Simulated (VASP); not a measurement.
In2O3, 10 atoms in the cell. It takes space group R-3c (No. 167, trigonal). The conventional cell has a = 5.673 Å, b = 5.673 Å, c = 14.129 Å, α = 90.00°, β = 90.00°, γ = 120.00°. Within 2.9 Å of In (site symmetry 3) lie 6 O at 2.16 to 2.28 Å. Within 3.1 Å of O (site symmetry 2) lie 4 In at 2.16 to 2.28 Å and 8 O at 2.91 to 3.09 Å.  This cell differs from its parent crystal: epitaxial xy strain +3.0%.

| Item | Value |
| --- | --- |
| Program | VASP 6.6.1 |
| Task | single point |
| Functional | PBE |
| Potentials or basis | VASP PAW PBE potentials, release 64 (In_d, O) |
| Cutoff | 520 eV |
| k mesh | 6 × 6 × 6 |
| Occupations | fermi-dirac, width 0.02 eV |
| Spin | no spin polarisation |
| Dipole correction | no |
| Further INCAR settings | ALGO = Normal; EDIFF = 1e-06; NBANDS = 55 |

Potentials or basis: VASP PAW PBE potentials, release 64 (In_d, O).

Launch:

```console
$ cat potpaw_PBE.64/In_d/POTCAR potpaw_PBE.64/O/POTCAR > POTCAR
$ mpirun -np 1 vasp_std > vasp.out
```

Hardware: 1 thread of Intel(R) Xeon(R) Platinum 8559C (Emerald Rapids) (shared host).

Question: Estimate the wall time of this run.

Answer: It took 2.7 min on 1 thread of Intel(R) Xeon(R) Platinum 8559C (Emerald Rapids), on a shared host, peak memory 0.4 GiB. Counts: scf iterations 15, k points 32.
